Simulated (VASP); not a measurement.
# Re2W (P6_3/mmc) in VASP: single point with PBE

Aim: the single point of Re2W with PBE.

Everything below comes from runs of VASP 6.6.1. Logs are shortened: lines on timing, memory, paths and dates and some standing lists are left out, and cuts for length are marked.

### 1 The cell of the first run

The structure is hexagonal, space group P6_3/mmc (No. 194). The conventional cell has a = 5.135 Å, b = 5.135 Å, c = 8.381 Å, α = 90.00°, β = 90.00°, γ = 120.00°. Within 3.4 Å of Re (site symmetry -3m) lie 6 Re at 2.60 Å and 6 W at 3.02 Å. Within 3.3 Å of Re (site symmetry mm2) lie 6 Re at 2.48 to 2.66 Å and 6 W at 2.99 to 3.02 Å. W (site symmetry 3m) has 12 Re at 2.99 to 3.02 Å and 4 W at 3.07 to 3.17 Å within 3.9 Å.

### 2 Single point, PBE

INCAR

```
SYSTEM = Re2W
PREC = Accurate
ENCUT = 560
EDIFF = 1E-6
ISMEAR = 0
SIGMA = 0.1
LREAL = .False.
LASPH = .True.
NELM = 120
ALGO = Normal
ISIF = 2
LWAVE = .False.
LCHARG = .False.
GGA = PE
NBANDS = 100
GGA_COMPAT = .False.
```

KPOINTS

```
regular mesh
0
Gamma
  6 6 2
  0 0 0
```

POSCAR

```
Re2W
1.0
    5.1352901750      0.0000000000      0.0000000000
   -2.5676450875      4.4472917474      0.0000000000
    0.0000000000      0.0000000000      8.3814360000
Re W
8 4
Direct
    0.0000000000      0.0000000000      0.0000000000
    0.0000000000      0.0000000000      0.5000000000
    0.1723950000      0.3447900000      0.7500000000
    0.6552100000      0.8276050000      0.7500000000
    0.1723950000      0.8276050000      0.7500000000
    0.8276050000      0.6552100000      0.2500000000
    0.3447900000      0.1723950000      0.2500000000
    0.8276050000      0.1723950000      0.2500000000
    0.6666666700      0.3333333300      0.9333510000
    0.3333333300      0.6666666700      0.0666490000
    0.3333333300      0.6666666700      0.4333510000
    0.6666666700      0.3333333300      0.5666490000
```

Potentials or basis: VASP PAW PBE potentials, release 64 (Re_sv_GW, W_sv).

On the command line:

```
cat potpaw_PBE.64/Re_sv_GW/POTCAR potpaw_PBE.64/W_sv/POTCAR > POTCAR
mpirun -np 1 vasp_std > vasp.out
```

OUTCAR:

```text
SYSTEM = Re2W
   PREC = Accurate
   ENCUT = 560
   EDIFF = 1E-6
   ISMEAR = 0
   LREAL = .False.
   LASPH = .True.
   NELM = 120
   ISIF = 2
   GGA = PE

 ion  position               nearest neighbor table
   1  0.000  0.000  0.000-   4 2.60   5 2.60   7 2.60   8 2.60   3 2.60   6 2.60   9 3.02  10 3.02
                             9 3.02  10 3.02   9 3.02  10 3.02
   2  0.000  0.000  0.500-   4 2.60   5 2.60   7 2.60   8 2.60   3 2.60   6 2.60  11 3.02  12 3.02
                            12 3.02  11 3.02  12 3.02  11 3.02
   3  0.172  0.345  0.750-   4 2.48   5 2.48   1 2.60   2 2.60   5 2.66   4 2.66  12 2.99   9 2.99
                             9 2.99  12 2.99  11 3.02  10 3.02
   4  0.655  0.828  0.750-   5 2.48   3 2.48   1 2.60   2 2.60   5 2.66   3 2.66   9 2.99  12 2.99
                             9 2.99  12 2.99  11 3.02  10 3.02
   5  0.172  0.828  0.750-   4 2.48   3 2.48   1 2.60   2 2.60   4 2.66   3 2.66   9 2.99  12 2.99
                            12 2.99   9 2.99  11 3.02  10 3.02
   6  0.828  0.655  0.250-   7 2.48   8 2.48   1 2.60   2 2.60   7 2.66   8 2.66  11 2.99  10 2.99
                            10 2.99  11 2.99   9 3.02  12 3.02
   7  0.345  0.172  0.250-   8 2.48   6 2.48   1 2.60   2 2.60   8 2.66   6 2.66  10 2.99  11 2.99
                            10 2.99  11 2.99   9 3.02  12 3.02
   8  0.828  0.172  0.250-   7 2.48   6 2.48   1 2.60   2 2.60   7 2.66   6 2.66  11 2.99  10 2.99
                            10 2.99  11 2.99  12 3.02   9 3.02
   9  0.667  0.333  0.933-   3 2.99   4 2.99   5 2.99   5 2.99   3 2.99   4 2.99   8 3.02   7 3.02
                             6 3.02   1 3.02   1 3.02   1 3.02  12 3.07  10 3.17  10 3.17  10 3.17
  10  0.333  0.667  0.067-   6 2.99   7 2.99   8 2.99   8 2.99   6 2.99   7 2.99   5 3.02   4 3.02
                             3 3.02   1 3.02   1 3.02   1 3.02  11 3.07   9 3.17   9 3.17   9 3.17
  11  0.333  0.667  0.433-   6 2.99   7 2.99   8 2.99   8 2.99   6 2.99   7 2.99   5 3.02   4 3.02
                             3 3.02   2 3.02   2 3.02   2 3.02  10 3.07  12 3.17  12 3.17  12 3.17
  12  0.667  0.333  0.567-   3 2.99   4 2.99   5 2.99   5 2.99   3 2.99   4 2.99   8 3.02   7 3.02
                             6 3.02   2 3.02   2 3.02   2 3.02   9 3.07  11 3.17  11 3.17  11 3.17

  LATTYP: Found a hexagonal cell.
 ALAT       =     5.1352901750
 C/A-ratio  =     1.6321251019

  Lattice vectors:

 A1 = (   5.1352901750,   0.0000000000,   0.0000000000)
 A2 = (  -2.5676450875,   4.4472917474,   0.0000000000)
 A3 = (   0.0000000000,   0.0000000000,   8.3814360000)

Analysis of symmetry for initial positions (statically):
=====================================================================
 Subroutine PRICEL returns:
 Original cell was already a primitive cell.

 Routine SETGRP: Setting up the symmetry group for a
 hexagonal supercell.

 Subroutine GETGRP returns: Found 24 space group operations
 (whereof 12 operations were pure point group operations)
 out of a pool of 24 trial point group operations.
[... 147 lines left out ...]
  volume/ion in A,a.u.               =      15.95       107.65
  Fermi-wavevector in a.u.,A,eV,Ry     =   1.591913  3.008280 34.479714  2.534188
  Thomas-Fermi vector in A             =   2.690380
   LORBIT       =      0    0 simple, 1 ext, 2 COOP (PROOUT), +10 PAW based schemes
   GGA     = PE    functional components
   LHFCALC =     F    Hartree Fock is set to
   AEXX    =    0.0000 exact exchange contribution
   IVDW    =     0    specifies the selected vdW correction
   LEPSILON=     F    determine dielectric tensor
   LRPA    =     F    only Hartree local field effects (RPA)
 non-spin polarized calculation
 Gauss-broadening in eV      SIGMA  =   0.10
  energy-cutoff  :      560.00
  volume of cell :      191.42
 maximum number of plane-waves:      5778
 NGX is ok and might be reduce to    40
   NGX = 19   NGY = 19   NGZ = 33

 number of electron     175.9999993 magnetization

 Free energy of the ion-electron system (eV)
  ---------------------------------------------------
  ext. energy  EPLUGINS =         0.00000000
  ---------------------------------------------------
  free energy    TOTEN  =      -161.99111716 eV

  energy without entropy =     -161.94584443  energy(sigma->0) =     -161.96848079

 E-fermi :  11.7377     XC(G=0): -13.6621

 val. band max:       11.7361287876   @ k =   0.1667  -0.0000   0.0000
 cond. band min:      11.8014619106   @ k =   0.3333   0.3333   0.5000
 fundamental gap:      0.0653331231
 Fermi energy:        11.7377264040

 k-point     1 :       0.0000    0.0000    0.0000
  band No.  band energies     occupation
      1     -68.4602      2.00000
      2     -68.4407      2.00000
      3     -68.2894      2.00000
      4     -68.2894      2.00000
      5     -68.2893      2.00000
      6     -68.2893      2.00000
[... 1431 lines left out ...]
     99      13.7147      0.00000
    100      13.7148      0.00000

------------------------ aborting loop because EDIFF is reached ----------------------------------------

  FORCE on cell =-STRESS in cart. coord.  units (eV):
  Direction    XX          YY          ZZ          XY          YZ          ZX
  --------------------------------------------------------------------------------------
  -------------------------------------------------------------------------------------
  Total       -2.9788282     -2.9788282     -2.5163630      0.0000000      0.0000000      0.0000000
  in kB      -24.9331415    -24.9331415    -21.0622534      0.0000000      0.0000000      0.0000000
  external PRESSURE =     -23.6428454 kB  Pullay stress =       0.0000000 kB

 VOLUME and BASIS-vectors are now :
 -----------------------------------------------------------------------------
  energy-cutoff  :      560.00
  volume of cell :      191.42
      direct lattice vectors                 reciprocal lattice vectors
     5.135290175  0.000000000  0.000000000     0.194730963  0.112427974  0.000000000
    -2.567645087  4.447291747  0.000000000     0.000000000  0.224855948  0.000000000
     0.000000000  0.000000000  8.381436000     0.000000000  0.000000000  0.119311297

 POSITION                                       TOTAL-FORCE (eV/Angst)
 -----------------------------------------------------------------------------------
      0.00000      0.00000      0.00000        -0.000000      0.000000      0.000000
      0.00000      0.00000      4.19072        -0.000000      0.000000      0.000000
      0.00000      1.53338      6.28608        -0.000000     -0.052571      0.000000
      1.23970      3.68060      6.28608         0.045527      0.026285      0.000000
     -1.23970      3.68060      6.28608        -0.045527      0.026285      0.000000
      2.56765      2.91391      2.09536        -0.000000      0.052571      0.000000
      1.32795      0.76669      2.09536        -0.045527     -0.026285      0.000000
      3.80734      0.76669      2.09536         0.045527     -0.026285      0.000000
      2.56765      1.48243      7.82282        -0.000000      0.000000      0.028125
     -0.00000      2.96486      0.55861        -0.000000      0.000000     -0.028125
     -0.00000      2.96486      3.63210        -0.000000      0.000000      0.028125
      2.56765      1.48243      4.74933        -0.000000      0.000000     -0.028125
 -----------------------------------------------------------------------------------
    total drift:                                0.000093     -0.000054      0.000087

  FREE ENERGIE OF THE ION-ELECTRON SYSTEM (eV)
  ---------------------------------------------------
  free  energy   TOTEN  =      -161.9911171601 eV

  energy  without entropy=     -161.9458444275  energy(sigma->0) =     -161.96848079
```

Wall time 5.1 min (1 thread of Intel Xeon 6975P-C (Granite Rapids), shared host); peak memory 0.44 GiB.

What came out:

```
Free energy            : -161.9911 eV
Pressure               : -2.4 GPa
Largest force          : 0.053 eV/Å
Band gap on the k mesh : zero (bands 88 and 89 overlap by 0.39 eV)
```

Forces in eV/Å, atoms in the order of the input:
```
Re   0.000  0.000  0.000
Re   0.000  0.000  0.000
Re   0.000 -0.053  0.000
Re   0.046  0.026  0.000
Re  -0.046  0.026  0.000
Re   0.000  0.053  0.000
Re  -0.046 -0.026  0.000
Re   0.046 -0.026  0.000
W    0.000  0.000  0.028
W    0.000  0.000 -0.028
W    0.000  0.000  0.028
W    0.000  0.000 -0.028
```

Levels at points of the mesh, in eV from the Fermi level:
| k point | band 85 | band 86 | band 87 | band 88 | band 89 | band 90 | band 91 | band 92 |
| --- | --- | --- | --- | --- | --- | --- | --- | --- |
| (0.00, 0.00, 0.00) | -0.33 | -0.29 | -0.29 | -0.06 | -0.06 | 0.69 | 0.69 | 1.01 |
| (0.50, 0.00, 0.00) | -0.18 | -0.18 | -0.12 | -0.02 | 0.13 | 0.17 | 0.60 | 0.98 |
| (0.00, 0.00, 0.50) | -0.23 | -0.23 | -0.23 | -0.23 | 0.41 | 0.41 | 0.97 | 0.97 |
| (0.50, 0.00, 0.50) | -0.23 | -0.23 | -0.03 | -0.03 | 0.09 | 0.09 | 1.03 | 1.03 |

Caveat: the k points lie up to 0.37 Å⁻¹ apart; spin-orbit coupling is left out, which moves the levels of the heavy elements.

The gap in the log of VASP goes by the Fermi energy; the results here count the filled bands.